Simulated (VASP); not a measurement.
# SnO2 (Cassiterite) (P4_2/mnm) in VASP: a series of runs, part 2 of 2

VASP 6.6.1. Earlier steps stand in the parts before.

### Step 3. Relaxation of cell and atoms, PBEsol

This run uses another cell than the first one, of 12.58 Å³/atom, 1.033 times its volume.

Input file INCAR:

```
ALGO = Normal ; EDIFF = 1E-7
EDIFFG = -0.005 ; ENCUT = 600
GGA = PS ; IBRION = 2
ISIF = 3 ; ISMEAR = 0
LASPH = True ; LCHARG = False
LREAL = False ; LWAVE = False
NELM = 100 ; NSW = 70
PREC = Accurate ; SIGMA = 0.02
```

Input file KPOINTS:

```
k-points
0
Gamma
  6 6 8
```

Input file POSCAR:

```
SnO2
1.0
    4.8274195329      0.0000000000      0.0000000000
    0.0000000000      4.8274195329      0.0000000000
    0.0000000000      0.0000000000      3.2380692451
Sn O
2 4
Direct
    0.0000000000      0.0000000000      0.0000000000
    0.5000000000      0.5000000000      0.5000000000
    0.3065442699      0.3065442699      0.0000000000
    0.1934557301      0.8065442699      0.5000000000
    0.6934557301      0.6934557301      0.0000000000
    0.8065442699      0.1934557301      0.5000000000
```

Potentials or basis: VASP PAW PBE potentials, release 64 (Sn_d, O).

On the command line:

```
cat potpaw_PBE.64/Sn_d/POTCAR potpaw_PBE.64/O/POTCAR > POTCAR
mpirun -np 1 vasp_std > vasp.out
```

OUTCAR:

```text
EDIFF = 1E-7
   EDIFFG = -0.005
   ENCUT = 600
   GGA = PS
   IBRION = 2
   ISIF = 3
   ISMEAR = 0
   LASPH = True
   LREAL = False
   NELM = 100
   NSW = 70
   PREC = Accurate

 ion  position               nearest neighbor table
   1  0.000  0.000  0.000-   4 2.09   6 2.09   4 2.09   6 2.09   5 2.09   3 2.09
   2  0.500  0.500  0.500-   3 2.09   5 2.09   3 2.09   5 2.09   4 2.09   6 2.09
   3  0.307  0.307  0.000-   2 2.09   2 2.09   1 2.09
   4  0.193  0.807  0.500-   1 2.09   1 2.09   2 2.09
   5  0.693  0.693  0.000-   2 2.09   2 2.09   1 2.09
   6  0.807  0.193  0.500-   1 2.09   1 2.09   2 2.09

  LATTYP: Found a simple tetragonal cell.
 ALAT       =     4.8274195329
 C/A-ratio  =     0.6707660735

  Lattice vectors:

[... 509 lines left out ...]

 number of electron      52.0000006 magnetization

 Free energy of the ion-electron system (eV)
  ---------------------------------------------------
  ext. energy  EPLUGINS =         0.00000000
  ---------------------------------------------------
  free energy    TOTEN  =       -39.68469995 eV

  energy without entropy =      -39.68469995  energy(sigma->0) =      -39.68469995

 E-fermi :   5.9307     XC(G=0): -11.4145

 val. band max:        5.7501196292   @ k =   0.0000   0.0000   0.0000
 cond. band min:       6.6381553100   @ k =   0.0000   0.0000   0.0000
 fundamental gap:      0.8880356808
 Fermi energy:         5.9307191358

 k-point     1 :       0.0000    0.0000    0.0000
  band No.  band energies     occupation
      1     -15.2485      2.00000
      2     -14.5022      2.00000
      3     -14.2640      2.00000
      4     -14.2385      2.00000
      5     -14.2385      2.00000
      6     -14.1710      2.00000
[... 805 lines left out ...]
     30      14.1922      0.00000
     31      14.9215      0.00000

 [... further k-points ...]
[... 5 lines left out ...]
  --------------------------------------------------------------------------------------
  -------------------------------------------------------------------------------------
  Total        0.0041108      0.0041108      0.0110180      0.0000000      0.0000000      0.0000000
  in kB        0.0899660      0.0899660      0.2411292      0.0000000      0.0000000      0.0000000
  external PRESSURE =       0.1403537 kB  Pullay stress =       0.0000000 kB
[... 21 lines left out ...]
  FREE ENERGIE OF THE ION-ELECTRON SYSTEM (eV)
  ---------------------------------------------------
  free  energy   TOTEN  =       -39.6846999492 eV

  energy  without entropy=      -39.6846999492  energy(sigma->0) =      -39.68469995

 reached required accuracy - stopping structural energy minimisation
```

OSZICAR:

```text
N       E                     dE             d eps       ncg     rms          rms(c)
DAV:   1     0.693785983112E+03    0.69379E+03   -0.28404E+04  3315   0.281E+03
DAV:   2     0.649403644181E+02   -0.62885E+03   -0.60726E+03  3414   0.723E+02
[... 87 lines left out ...]
DAV:   1    -0.396847611353E+02   -0.75743E-04   -0.78903E-03  3345   0.873E-01    0.594E-02
DAV:   2    -0.396847160062E+02    0.45129E-04   -0.28591E-04  4756   0.172E-01    0.261E-02
DAV:   3    -0.396847003990E+02    0.15607E-04   -0.32143E-05  4264   0.105E-01    0.795E-03
DAV:   4    -0.396846995176E+02    0.88141E-06   -0.71754E-06  4736   0.401E-02    0.280E-03
DAV:   5    -0.396846997112E+02   -0.19352E-06   -0.15271E-06  3619   0.996E-03    0.867E-04
DAV:   6    -0.396846999171E+02   -0.20598E-06   -0.66245E-08  1844   0.345E-03    0.339E-04
DAV:   7    -0.396846999492E+02   -0.32063E-07   -0.18576E-08  1669   0.168E-03
   9 F= -.39684700E+02 E0= -.39684700E+02  d E =-.144599E-04
```

CONTCAR:

```text
SnO2
   1.00000000000000
     4.7713445655495930    0.0000000000000000    0.0000000000000000
     0.0000000000000000    4.7713445655495930    0.0000000000000000
     0.0000000000000000    0.0000000000000000    3.2157413590685819
  Sn              O
     2     4
Direct
     0.0000000000000000    0.0000000000000000    1.0000000000000000
     0.5000000000000000    0.5000000000000000    0.5000000000000000
     0.3062607473749274    0.3062607473749274    1.0000000000000000
     0.1937392526250727    0.8062607473749275    0.5000000000000000
     0.6937392526250725    0.6937392526250725    0.0000000000000000
     0.8062607473749275    0.1937392526250727    0.5000000000000000

  0.00000000E+00  0.00000000E+00  0.00000000E+00
  0.00000000E+00  0.00000000E+00  0.00000000E+00
  0.00000000E+00  0.00000000E+00  0.00000000E+00
  0.00000000E+00  0.00000000E+00  0.00000000E+00
  0.00000000E+00  0.00000000E+00  0.00000000E+00
  0.00000000E+00  0.00000000E+00  0.00000000E+00
```

Run time: 10 min. Hardware: 1 thread of Intel Xeon Platinum 8259CL at 2.50GHz (Skylake/Cascade Lake), shared host; peak memory 0.28 GiB.

What came out:

* Free energy: -39.6847 eV
* Relaxed volume: 12.20 Å³/atom
* Relaxed cell: a = 4.771 Å, b = 4.771 Å, c = 3.216 Å, α = 90.00°, β = 90.00°, γ = 90.00°
* Space group after relaxing (to 0.05 Å): P4_2/mnm (No. 136)
* Energy gained by relaxing: 6.4 meV/atom
* Ionic steps: 9
* Pressure after relaxing: 0.0 GPa
* Band gap on the k mesh: 0.89 eV, direct

Forces on the atoms (eV/Å):
```
Sn   0.000  0.000  0.000
Sn   0.000  0.000  0.000
O   -0.002 -0.002  0.000
O    0.002 -0.002  0.000
O    0.002  0.002  0.000
O   -0.002  0.002  0.000
```

Step by step:
| step | energy change (eV) | largest force (eV/Å) | pressure (GPa) | volume (Å³) |
| --- | --- | --- | --- | --- |
| 1 | 0.0000 | 0.0501 | -5.36 | 75.46 |
| 2 | 0.0175 | 0.2540 | 7.22 | 70.96 |
| 3 | -0.0364 | 0.0781 | -0.10 | 73.37 |
| 4 | -0.0364 | 0.0809 | 0.01 | 73.33 |
| 5 | -0.0380 | 0.0001 | 0.08 | 73.20 |
| 6 | -0.0381 | 0.0147 | 0.10 | 73.18 |
| 7 | -0.0381 | 0.0074 | -0.11 | 73.25 |
| 8 | -0.0381 | 0.0088 | -0.07 | 73.24 |
| 9 | -0.0381 | 0.0030 | 0.01 | 73.21 |

Final structure:
```
CELL_PARAMETERS angstrom
4.77134 0.00000 0.00000
0.00000 4.77134 0.00000
0.00000 0.00000 3.21574
ATOMIC_POSITIONS crystal
Sn 0.00000 0.00000 0.00000
Sn 0.50000 0.50000 0.50000
O 0.30626 0.30626 0.00000
O 0.19374 0.80626 0.50000
O 0.69374 0.69374 0.00000
O 0.80626 0.19374 0.50000
```

Caveat: the PAW data sets were made with another functional, which shifts forces and pressure a little; spin-orbit coupling is left out, which moves the levels of the heavy elements.
